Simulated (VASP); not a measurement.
# Bi2Te3 (R3m) in VASP: single point with PBE

Aim: the single point of Bi2Te3 with PBE.

Program: VASP 6.6.1. These are calculated values, not measurements. Logs are shortened: lines on timing, memory, paths and dates and some standing lists are left out, and cuts for length are marked.

**1. The cell of the first run**

It takes space group R3m (No. 160, trigonal). Conventional cell: a = 4.417 Å, b = 4.417 Å, c = 29.840 Å, α = 90.00°, β = 90.00°, γ = 120.00°. Bi (site symmetry 3m) has 3 Te at 3.03 Å and 3 Bi at 3.43 Å within 4.0 Å. Bi (site symmetry 3m) has 9 Te at 3.27 to 4.68 Å and 9 Bi at 3.43 to 4.42 Å within 4.7 Å. Within 4.0 Å of Te (site symmetry 3m) lie 6 Te at 3.04 to 3.45 Å. Te (site symmetry 3m) has 3 Bi at 3.03 Å and 3 Te at 3.45 Å within 4.0 Å. Te (site symmetry 3m) has 3 Te at 3.04 Å and 3 Bi at 3.27 Å within 4.0 Å.

**2. Single point, PBE**

Contents of INCAR:

```
PREC = Accurate
ENCUT = 520
EDIFF = 1E-6
ISMEAR = 0
SIGMA = 0.1
LREAL = False
LASPH = True
NELM = 100
ALGO = Normal
ISIF = 2
LWAVE = False
LCHARG = False
GGA = PE
NBANDS = 32
```

Contents of KPOINTS:

```
Automatic mesh
0
Gamma
  6 6 6
```

Contents of POSCAR:

```
Bi2Te3
1.0
    2.2085012900      1.2750788200      9.9466695800
   -2.2085012900      1.2750788200      9.9466695800
    0.0000000000     -2.5501576300      9.9466695800
Bi Te
2 3
Direct
    0.8119999800      0.8119999800      0.8119999800
    0.4020000100      0.4020000100      0.4020000100
    0.6110000000      0.6110000000      0.6110000000
    0.2000000000      0.2000000000      0.2000000000
    0.0000000000      0.0000000000      0.0000000000
```

Potentials or basis: VASP PAW PBE potentials, release 64 (Bi_d, Te).

Run with:

```bash
$ cat potpaw_PBE.64/Bi_d/POTCAR potpaw_PBE.64/Te/POTCAR > POTCAR
$ mpirun -np 1 vasp_std > vasp.out
```

OUTCAR:

```text
PREC = Accurate
   ENCUT = 520
   EDIFF = 1E-6
   ISMEAR = 0
   LREAL = False
   LASPH = True
   NELM = 100
   ISIF = 2
   GGA = PE

 ion  position               nearest neighbor table
   1  0.812  0.812  0.812-   4 3.03   4 3.03   4 3.03   2 3.43   2 3.43   2 3.43
   2  0.402  0.402  0.402-   5 3.27   5 3.27   5 3.27   1 3.43   1 3.43   1 3.43
   3  0.611  0.611  0.611-   5 3.04   5 3.04   5 3.04   4 3.45   4 3.45   4 3.45
   4  0.200  0.200  0.200-   1 3.03   1 3.03   1 3.03   3 3.45   3 3.45   3 3.45
   5  0.000  0.000  0.000-   3 3.04   3 3.04   3 3.04   2 3.27   2 3.27   2 3.27

  LATTYP: Found a trigonal (rhomboedric) cell.
 ALAT       =    10.2683757079
 COS(alpha) =     0.9074829428

  Lattice vectors:

 A1 = (   2.2085012900,   1.2750788200,   9.9466695800)
 A2 = (  -2.2085012900,   1.2750788200,   9.9466695800)
 A3 = (   0.0000000000,  -2.5501576300,   9.9466695800)

Analysis of symmetry for initial positions (statically):
=====================================================================
 Subroutine PRICEL returns:
 Original cell was already a primitive cell.

 Routine SETGRP: Setting up the symmetry group for a
 trigonal (rhombohedral) supercell.

 Subroutine GETGRP returns: Found  6 space group operations
 (whereof  6 operations were pure point group operations)
 out of a pool of 12 trial point group operations.

The static configuration has the point symmetry C_3v.

Analysis of symmetry for dynamics (positions and initial velocities):
=====================================================================
 Subroutine PRICEL returns:
 Original cell was already a primitive cell.

 Routine SETGRP: Setting up the symmetry group for a
 trigonal (rhombohedral) supercell.

 Subroutine GETGRP returns: Found  6 space group operations
 (whereof  6 operations were pure point group operations)
 out of a pool of 12 trial point group operations.

The dynamic configuration has the point symmetry C_3v.

 Subroutine INISYM returns: Found  6 space group operations
 (whereof  6 operations are pure point group operations),
 and found     1 'primitive' translations

----------------------------------------------------------------------------------------

                                     Primitive cell

  volume of cell :     168.0597

  direct lattice vectors                    reciprocal lattice vectors
     2.208501290  1.275078820  9.946669580     0.226397875  0.130710874  0.033512054
    -2.208501290  1.275078820  9.946669580    -0.226397875  0.130710874  0.033512054
     0.000000000 -2.550157630  9.946669580     0.000000000 -0.261421748  0.033512055

  length of vectors
    10.268375708 10.268375708 10.268375708     0.263560977  0.263560977  0.263560976

  position of ions in fractional coordinates (direct lattice)
     0.811999980  0.811999980  0.811999980
     0.402000010  0.402000010  0.402000010
     0.611000000  0.611000000  0.611000000
     0.200000000  0.200000000  0.200000000
     0.000000000  0.000000000  0.000000000

  ion indices of the primitive-cell ions
   primitive index   ion index
                 1           1
                 2           2
                 3           3
                 4           4
                 5           5

----------------------------------------------------------------------------------------

 KPOINTS: Automatic mesh

Automatic generation of k-mesh.
 Grid dimensions read from file:
 generate k-points for:    6    6    6

 Generating k-lattice:

  Cartesian coordinates                     Fractional coordinates (reciprocal lattice)
     0.037732979  0.021785146  0.005585342     0.166666667 -0.000000000 -0.000000000
    -0.037732979  0.021785146  0.005585342    -0.000000000  0.166666667 -0.000000000
     0.000000000 -0.043570291  0.005585342     0.000000000  0.000000000  0.166666667

  Length of vectors
     0.043926829  0.043926829  0.043926829

  Shift w.r.t. Gamma in fractional coordinates (k-lattice)
     0.000000000  0.000000000  0.000000000

 Subroutine IBZKPT returns following result:
 ===========================================

 Found     32 irreducible k-points:

 Following reciprocal coordinates:
            Coordinates               Weight
  0.000000  0.000000  0.000000      1.000000
  0.166667  0.000000  0.000000      6.000000
  0.333333 -0.000000  0.000000      6.000000
  0.500000  0.000000  0.000000      3.000000
  0.166667  0.166667  0.000000      6.000000
  0.333333  0.166667  0.000000     12.000000
[... 16 lines left out ...]
  0.500000  0.500000  0.166667      6.000000
 -0.333333  0.500000  0.166667     12.000000
 [... further k-points ...]
   k-points           NKPTS =     32   k-points in BZ     NKDIM =     32   number of bands    NBANDS=     32
   number of dos      NEDOS =    301   number of ions     NIONS =      5
   total plane-waves  NPLWV = 512000
   dimension x,y,z NGX =    80 NGY =   80 NGZ =   80
   dimension x,y,z NGXF=   160 NGYF=  160 NGZF=  160
   ions per type =               2   3
   NGX,Y,Z   is equivalent  to a cutoff of  12.95, 12.95, 12.95 a.u.
   NGXF,Y,Z  is equivalent  to a cutoff of  25.90, 25.90, 25.90 a.u.
 SYSTEM =  unknown system
   PREC   = accura    normal or accurate (medium, high low for compatibility)
   ISTART =      0    job   : 0-new  1-cont  2-samecut
   ICHARG =      2    charge: 1-file 2-atom 10-const
   ISPIN  =      1    spin polarized calculation?
   LNONCOLLINEAR =      F non collinear calculations
   LSORBIT =      F    spin-orbit coupling
   LASPH  =      T    aspherical Exc in radial PAW
   ENCUT  =  520.0 eV  38.22 Ry    6.18 a.u.  19.09 19.09 19.09*2*pi/ulx,y,z
   NELM   =    100;   NELMIN=  2; NELMDL= -5     # of ELM steps
   EDIFF  = 0.1E-05   stopping-criterion for ELM
   LREAL  =      F    real-space projection
   EDIFFG = 0.1E-04   stopping-criterion for IOM
   NSW    =      0    number of steps for IOM
   IBRION =     -1    ionic relax: 0-MD 1-quasi-New 2-CG
   NFREE  =      0    steps in history (QN), initial steepest desc. (CG)
   ISIF   =      2    stress and relaxation
   ISYM   =      2    0-nonsym 1-usesym 2-fastsym
   POTIM  = 0.5000    time-step for ionic-motion
   TEBEG  =    0.0;   TEEND  =   0.0 temperature during run
   PSTRESS=    0.0 pullay stress
   NELECT =      48.0000    total number of electrons
   NUPDOWN=      -1.0000    fix difference up-down
   EMIN   =  10.00;   EMAX   =-10.00  energy-range for DOS
   EFERMI =   0.00;   METHOD = LEGACY
   ISMEAR =     0;   SIGMA  =   0.10  broadening in eV -4-tet -1-fermi 0-gaus
   EFERMI_NEDOS =   21; number of points for ismear=-14 and -15
   IALGO  =     38    algorithm
   IMIX   =      4    mixing-type and parameters
     AMIX     =   0.40;   BMIX     =  1.00
     AMIX_MAG =   1.60;   BMIX_MAG =  1.00
  volume/ion in A,a.u.               =      33.61       226.82
  Fermi-wavevector in a.u.,A,eV,Ry     =   1.078121  2.037353 15.814652  1.162344
  Thomas-Fermi vector in A             =   2.214051
   LORBIT       =      0    0 simple, 1 ext, 2 COOP (PROOUT), +10 PAW based schemes
   GGA     = PE    functional components
   LHFCALC =     F    Hartree Fock is set to
   AEXX    =    0.0000 exact exchange contribution
   IVDW    =     0    specifies the selected vdW correction
   LEPSILON=     F    determine dielectric tensor
   LRPA    =     F    only Hartree local field effects (RPA)
 non-spin polarized calculation
 Gauss-broadening in eV      SIGMA  =   0.10
  energy-cutoff  :      520.00
  volume of cell :      168.06
 maximum number of plane-waves:      4552
 NGX is ok and might be reduce to    80
   NGX = 39   NGY = 39   NGZ = 39

 number of electron      48.0000001 magnetization

 Free energy of the ion-electron system (eV)
  ---------------------------------------------------
  ext. energy  EPLUGINS =         0.00000000
  ---------------------------------------------------
  free energy    TOTEN  =       -16.90069297 eV

  energy without entropy =      -16.89248231  energy(sigma->0) =      -16.89658764

 E-fermi :   6.4199     XC(G=0):  -9.4021

 val. band max:        6.3740182975   @ k =   0.0000   0.0000   0.0000
 cond. band min:       6.4209163834   @ k =   0.5000   0.3333   0.0000
 fundamental gap:      0.0468980859
 Fermi energy:         6.4198961240

 k-point     1 :       0.0000    0.0000    0.0000
  band No.  band energies     occupation
      1     -16.7093      2.00000
      2     -16.7093      2.00000
      3     -16.6837      2.00000
      4     -16.6837      2.00000
      5     -16.6799      2.00000
      6     -16.0853      2.00000
[... 24 lines left out ...]
     31      11.0763      0.00000
     32      11.3534      0.00000

 k-point     2 :       0.1667    0.0000    0.0000
  band No.  band energies     occupation
      1     -16.7104      2.00000
      2     -16.7068      2.00000
      3     -16.6847      2.00000
      4     -16.6831      2.00000
      5     -16.6779      2.00000
      6     -16.0877      2.00000
[... 24 lines left out ...]
     31      10.3783      0.00000
     32      11.3135      0.00000

 k-point     3 :       0.3333   -0.0000    0.0000
  band No.  band energies     occupation
      1     -16.7129      2.00000
      2     -16.7027      2.00000
      3     -16.6867      2.00000
      4     -16.6809      2.00000
      5     -16.6735      2.00000
      6     -16.0936      2.00000
[... 24 lines left out ...]
     31      10.4089      0.00000
     32      11.2243      0.00000

 k-point     4 :       0.5000    0.0000    0.0000
  band No.  band energies     occupation
      1     -16.7144      2.00000
      2     -16.7012      2.00000
      3     -16.6877      2.00000
      4     -16.6792      2.00000
      5     -16.6712      2.00000
      6     -16.0967      2.00000
[... 654 lines left out ...]
     31      10.7028      0.00000
     32      11.9886      0.00000

 k-point    23 :       0.5000    0.5000    0.1667
  band No.  band energies     occupation
      1     -16.7129      2.00000
      2     -16.7026      2.00000
      3     -16.6867      2.00000
      4     -16.6809      2.00000
      5     -16.6735      2.00000
      6     -16.0936      2.00000
[... 24 lines left out ...]
     31      10.2155      0.00000
     32      11.1391      0.00000

 k-point    24 :      -0.3333    0.5000    0.1667
  band No.  band energies     occupation
      1     -16.7132      2.00000
      2     -16.7016      2.00000
      3     -16.6862      2.00000
      4     -16.6809      2.00000
      5     -16.6717      2.00000
      6     -16.0943      2.00000
[... 24 lines left out ...]
     31      10.8140      0.00000
     32      11.5631      0.00000

 [... further k-points ...]

------------------------ aborting loop because EDIFF is reached ----------------------------------------

  FORCE on cell =-STRESS in cart. coord.  units (eV):
  Direction    XX          YY          ZZ          XY          YZ          ZX
  --------------------------------------------------------------------------------------
  -------------------------------------------------------------------------------------
  Total        2.0460254      2.0460254      1.0512464      0.0000000      0.0000000      0.0000000
  in kB       19.5055397     19.5055398     10.0219324      0.0000000      0.0000000      0.0000000
  external PRESSURE =      16.3443373 kB  Pullay stress =       0.0000000 kB

 VOLUME and BASIS-vectors are now :
 -----------------------------------------------------------------------------
  energy-cutoff  :      520.00
  volume of cell :      168.06
      direct lattice vectors                 reciprocal lattice vectors
     2.208501290  1.275078820  9.946669580     0.226397875  0.130710874  0.033512054
    -2.208501290  1.275078820  9.946669580    -0.226397875  0.130710874  0.033512054
     0.000000000 -2.550157630  9.946669580     0.000000000 -0.261421748  0.033512055

 POSITION                                       TOTAL-FORCE (eV/Angst)
 -----------------------------------------------------------------------------------
      0.00000      0.00000     24.23009         0.000000     -0.000000     -0.866133
      0.00000      0.00000     11.99568         0.000000     -0.000000     -0.478097
      0.00000      0.00000     18.23225         0.000000     -0.000000     -0.732698
      0.00000      0.00000      5.96800         0.000000      0.000000      0.830776
      0.00000      0.00000      0.00000         0.000000      0.000000      1.246153
 -----------------------------------------------------------------------------------
    total drift:                                0.000000      0.000000     -0.000537

  FREE ENERGIE OF THE ION-ELECTRON SYSTEM (eV)
  ---------------------------------------------------
  free  energy   TOTEN  =       -16.9006929691 eV

  energy  without entropy=      -16.8924823113  energy(sigma->0) =      -16.89658764
```

Wall time 24 min (1 thread of Intel Xeon 8259CL, shared host); peak memory 0.97 GiB.

What came out:

```
Free energy            : -16.9007 eV
Pressure               : 1.6 GPa
Largest force          : 1.246 eV/Å
Band gap on the k mesh : zero (bands 24 and 25 overlap by 0.10 eV)
```

Forces on the atoms (eV/Å):
```
Bi   0.000  0.000 -0.866
Bi   0.000  0.000 -0.478
Te   0.000  0.000 -0.733
Te   0.000  0.000  0.831
Te   0.000  0.000  1.246
```

Stress tensor (GPa, compression positive):
```
1.95 0.00 0.00
0.00 1.95 0.00
0.00 0.00 1.00
```

Caveat: spin-orbit coupling is left out, which moves the levels of the heavy elements; forces of over 1 eV/Å act on the atoms, so gaps and moduli don't describe the material at rest.

The gap in the log of VASP goes by the Fermi energy; the results here count the filled bands.